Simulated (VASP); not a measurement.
# WSe2 in VASP: notebook, part 2 of 2

VASP 6.6.1.

## (4) Single point, LDA (atoms displaced along several vibrational modes)

File INCAR:

```
PREC = Accurate
ENCUT = 520
EDIFF = 1E-6
ISMEAR = 0
SIGMA = 0.05
LREAL = False
LASPH = True
NELM = 60
ALGO = Normal
ISIF = 2
LWAVE = False
LCHARG = True
LELF = True
LVHAR = True
NBANDS = 35
```

File KPOINTS:

```
regular mesh
0
Gamma
  9 9 2
```

File POSCAR:

```
WSe2
1.0
    3.2486079436      0.0000000000      0.0000000000
   -1.6243039718      2.8133770061      0.0000000000
    0.0000000000      0.0000000000     23.6283233151
W Se
2 4
Direct
    0.6007147689      0.3333333333      0.1354666708
    0.3940644605      0.6666666667      0.8645333292
    0.2779249852      0.6666666667      0.2058884835
    0.7263895988      0.3333333333      0.9351101390
    0.2796014975      0.6666666667      0.0648898610
    0.7282375759      0.3333333333      0.7941115165
```

Potentials or basis: VASP PAW LDA potentials, release 64 (W_sv, Se).

Started as:

```bash
$ cat potpaw_LDA.64/W_sv/POTCAR potpaw_LDA.64/Se/POTCAR > POTCAR
$ mpirun -np 1 vasp_std > vasp.out
```

OUTCAR:

```text
PREC = Accurate
   ENCUT = 520
   EDIFF = 1E-6
   ISMEAR = 0
   LREAL = False
   LASPH = True
   NELM = 60
   ISIF = 2

 ion  position               nearest neighbor table
   1  0.601  0.333  0.135-   5 2.48   3 2.49   3 2.51   5 2.51   3 2.53   5 2.54
   2  0.394  0.667  0.865-   6 2.51   6 2.51   4 2.51   6 2.51   4 2.51   4 2.51
   3  0.278  0.667  0.206-   1 2.49   1 2.51   1 2.53
   4  0.726  0.333  0.935-   2 2.51   2 2.51   2 2.51
   5  0.280  0.667  0.065-   1 2.48   1 2.51   1 2.54
   6  0.728  0.333  0.794-   2 2.51   2 2.51   2 2.51

  LATTYP: Found a hexagonal cell.
 ALAT       =     3.2486079436
 C/A-ratio  =     7.2733686937

  Lattice vectors:

 A1 = (   3.2486079436,   0.0000000000,   0.0000000000)
 A2 = (  -1.6243039718,   2.8133770061,   0.0000000000)
 A3 = (   0.0000000000,   0.0000000000,  23.6283233151)

Analysis of symmetry for initial positions (statically):
=====================================================================
 Subroutine PRICEL returns:
 Original cell was already a primitive cell.

 Routine SETGRP: Setting up the symmetry group for a
 hexagonal supercell.

 Subroutine GETGRP returns: Found  1 space group operations
 (whereof  1 operations were pure point group operations)
 out of a pool of 24 trial point group operations.

The static configuration has the point symmetry C_1 .

Analysis of symmetry for dynamics (positions and initial velocities):
=====================================================================
 Subroutine PRICEL returns:
 Original cell was already a primitive cell.

 Routine SETGRP: Setting up the symmetry group for a
 hexagonal supercell.

 Subroutine GETGRP returns: Found  1 space group operations
 (whereof  1 operations were pure point group operations)
 out of a pool of 24 trial point group operations.

The dynamic configuration has the point symmetry C_1 .

[... 119 lines left out ...]
   EMIN   =  10.00;   EMAX   =-10.00  energy-range for DOS
   EFERMI =   0.00;   METHOD = LEGACY
   ISMEAR =     0;   SIGMA  =   0.05  broadening in eV -4-tet -1-fermi 0-gaus
   EFERMI_NEDOS =   21; number of points for ismear=-14 and -15
   IALGO  =     38    algorithm
   IMIX   =      4    mixing-type and parameters
     AMIX     =   0.40;   BMIX     =  1.00
     AMIX_MAG =   1.60;   BMIX_MAG =  1.00
  volume/ion in A,a.u.               =      35.99       242.89
  Fermi-wavevector in a.u.,A,eV,Ry     =   1.018490  1.924666 14.113608  1.037321
  Thomas-Fermi vector in A             =   2.151950
   LORBIT       =      0    0 simple, 1 ext, 2 COOP (PROOUT), +10 PAW based schemes
   GGA     = CA    functional components
   LHFCALC =     F    Hartree Fock is set to
   AEXX    =    0.0000 exact exchange contribution
   IVDW    =     0    specifies the selected vdW correction
   LEPSILON=     F    determine dielectric tensor
   LRPA    =     F    only Hartree local field effects (RPA)
 non-spin polarized calculation
 Gauss-broadening in eV      SIGMA  =   0.05
  energy-cutoff  :      520.00
  volume of cell :      215.95
 maximum number of plane-waves:      5916
   NGX = 13   NGY = 13   NGZ = 87

 number of electron      52.0000002 magnetization

 Free energy of the ion-electron system (eV)
  ---------------------------------------------------
  ext. energy  EPLUGINS =         0.00000000
  ---------------------------------------------------
  free energy    TOTEN  =       -48.34294171 eV

  energy without entropy =      -48.34294171  energy(sigma->0) =      -48.34294171

 E-fermi :   1.5760     XC(G=0):  -6.5339

 val. band max:        1.1484191571   @ k =   0.0000   0.0000   0.0000
 cond. band min:       2.5085717606   @ k =  -0.3333   0.2222   0.0000
 fundamental gap:      1.3601526035
 Fermi energy:         1.5759568232

 k-point     1 :       0.0000    0.0000    0.0000
  band No.  band energies     occupation
      1     -72.5052      2.00000
      2     -72.5040      2.00000
      3     -37.0567      2.00000
      4     -37.0544      2.00000
      5     -36.8840      2.00000
      6     -36.8770      2.00000
[... 901 lines left out ...]
     34       5.7805      0.00000
     35       6.6156      0.00000

 [... further k-points ...]
[... 5 lines left out ...]
  --------------------------------------------------------------------------------------
  -------------------------------------------------------------------------------------
  Total        0.5471256      0.5831524      0.8677810     -0.2642512      0.0705346      0.4594030
  in kB        4.0591908      4.3264779      6.4381717     -1.9605113      0.5233049      3.4083661
  external PRESSURE =       4.9412801 kB  Pullay stress =       0.0000000 kB

 VOLUME and BASIS-vectors are now :
 -----------------------------------------------------------------------------
  energy-cutoff  :      520.00
  volume of cell :      215.95
      direct lattice vectors                 reciprocal lattice vectors
     3.248607944  0.000000000  0.000000000     0.307824156  0.177722360  0.000000000
    -1.624303972  2.813377006  0.000000000     0.000000000  0.355444719  0.000000000
     0.000000000  0.000000000 23.628323315     0.000000000  0.000000000  0.042322089

 POSITION                                       TOTAL-FORCE (eV/Angst)
 -----------------------------------------------------------------------------------
      1.41005      0.93779      3.20085         0.757976     -0.004359      0.006578
      0.19729      1.87558     20.42747        -0.037993     -0.004830     -0.003150
     -0.18000      1.87558      4.86480        -0.345823      0.003067      0.120468
      1.81832      0.93779     22.09508        -0.015028     -0.014192      0.070629
     -0.17455      1.87558      1.53324        -0.339883      0.020534     -0.088059
      1.82432      0.93779     18.76352        -0.019248     -0.000219     -0.106467
 -----------------------------------------------------------------------------------
    total drift:                                0.000397      0.000003     -0.000226

  FREE ENERGIE OF THE ION-ELECTRON SYSTEM (eV)
  ---------------------------------------------------
  free  energy   TOTEN  =       -48.3429417087 eV

  energy  without entropy=      -48.3429417087  energy(sigma->0) =      -48.34294171
```

OSZICAR:

```text
N       E                     dE             d eps       ncg     rms          rms(c)
DAV:   1     0.472182848169E+03    0.47218E+03   -0.27263E+04  6708   0.131E+03
DAV:   2    -0.175421439814E+02   -0.48972E+03   -0.47472E+03  7217   0.334E+02
DAV:   3    -0.493104808786E+02   -0.31768E+02   -0.31363E+02  7206   0.817E+01
[... 14 lines left out ...]
DAV:  18    -0.483428871295E+02   -0.27410E-04   -0.10930E-06  5188   0.266E-03    0.392E-03
DAV:  19    -0.483429273869E+02   -0.40257E-04   -0.22244E-06  5035   0.303E-03    0.115E-03
DAV:  20    -0.483429360173E+02   -0.86304E-05   -0.30660E-07  4841   0.117E-03    0.470E-04
DAV:  21    -0.483429411682E+02   -0.51509E-05   -0.34561E-07  4477   0.941E-04    0.265E-04
DAV:  22    -0.483429417087E+02   -0.54049E-06   -0.25988E-08  3764   0.378E-04
   1 F= -.48342942E+02 E0= -.48342942E+02  d E =-.613578E-35
```

stdout:

```text
POSCAR found type information on POSCAR W Se
 POSCAR found :  2 types and       6 ions
 scaLAPACK will be used
 LDA part: xc-table for (Slater(with rela. corr.)+CA(PZ))
 , standard interpolation
 POSCAR, INCAR and KPOINTS ok, starting setup
 FFT: planning ... GRIDC
 FFT: planning ... GRID_SOFT
 FFT: planning ... GRID
 WAVECAR not read
 entering main loop
```

Wall time 19 min (1 thread of Intel Xeon 8259CL, shared host); peak memory 0.61 GiB.

What came out:

* Free energy: -48.3429 eV
* Largest force: 0.758 eV/Å
* Band gap on the k mesh: 1.36 eV (least direct gap 1.69 eV)

Forces in eV/Å, atoms in the order of the input:
```
W    0.758 -0.004  0.007
W   -0.038 -0.005 -0.003
Se  -0.346  0.003  0.120
Se  -0.015 -0.014  0.071
Se  -0.340  0.021 -0.088
Se  -0.019  0.000 -0.106
```

Caveat: the cell differs from its parent crystal (atoms displaced along several vibrational modes); there is no dipole correction, which matters where the two faces differ; spin-orbit coupling is left out, which moves the levels of the heavy elements.

## (5) Single point, LDA (atoms displaced along several vibrational modes)

File INCAR:

```
PREC = Accurate
ENCUT = 520
EDIFF = 1E-7
ISMEAR = 0
SIGMA = 0.05
LREAL = F
LASPH = T
NELM = 60
ALGO = Normal
ISIF = 2
LWAVE = F
LCHARG = T
GGA = CA
LELF = T
LVHAR = T
NBANDS = 35
```

KPOINTS is that of step 4.

File POSCAR:

```
WSe2
1.0
    3.2486079436      0.0000000000      0.0000000000
   -1.6243039718      2.8133770061      0.0000000000
    0.0000000000      0.0000000000     23.6283233151
W Se
2 4
Direct
    0.6215687564      0.3333333333      0.1354666708
    0.3940935555      0.6666666667      0.8645333292
    0.2532990526      0.6666666667      0.2058884835
    0.7263794664      0.3333333333      0.9351101390
    0.2556472449      0.6666666667      0.0648898610
    0.7282132640      0.3333333333      0.7941115165
```

Started as:

```bash
$ cat potpaw_LDA.64/W_sv/POTCAR potpaw_LDA.64/Se/POTCAR > POTCAR
$ mpirun -np 1 vasp_std > vasp.out
```

It took 25 min on 1 thread of Intel Xeon 8259CL, shared host; peak memory 0.61 GiB.

It converged, with:

```
Free energy            : -48.2378 eV
Largest force          : 2.103 eV/Å
Band gap on the k mesh : 1.30 eV (least direct gap 1.67 eV)
```

Forces in eV/Å, atoms in the order of the input:
```
W   -2.102 -0.064 -0.017
W   -0.042 -0.006 -0.001
Se   1.105  0.043  0.262
Se  -0.015 -0.016  0.066
Se   1.072  0.044 -0.204
Se  -0.018  0.000 -0.106
```

Levels at points of the mesh, in eV from the valence-band top:
```
           k point  band 23  band 24  band 25  band 26  band 27  band 28  band 29  band 30
(0.00, 0.00, 0.00)    -1.34    -0.86    -0.79     0.00     2.41     2.80     2.95     2.98
(0.00, 0.00, 0.50)    -1.34    -0.86    -0.79     0.00     2.41     2.80     2.95     2.98
```

Caveat: the cell differs from its parent crystal (atoms displaced along several vibrational modes); there is no dipole correction, which matters where the two faces differ; spin-orbit coupling is left out, which moves the levels of the heavy elements.

## (6) Summary

```csv
cell,gap on the mesh (eV),largest force (eV/Å)
"as given, atomic positions A",1.22,2.09
"as given, atomic positions B",1.31,1.39
"as given, atomic positions C",1.36,0.76
"as given, atomic positions D",1.30,2.10
```

Alike in all rows: task single point; level LDA; potentials or basis VASP PAW LDA potentials, release 64 (W_sv, Se); no spin polarisation; k mesh 9 × 9 × 2; cutoff (eV) 520; smearing gaussian 0.05 eV.

Caveats: there is no dipole correction, which matters where the two faces differ; spin-orbit coupling is left out, which moves the levels of the heavy elements.

Absolute energies hang on the potentials; compare differences alone.
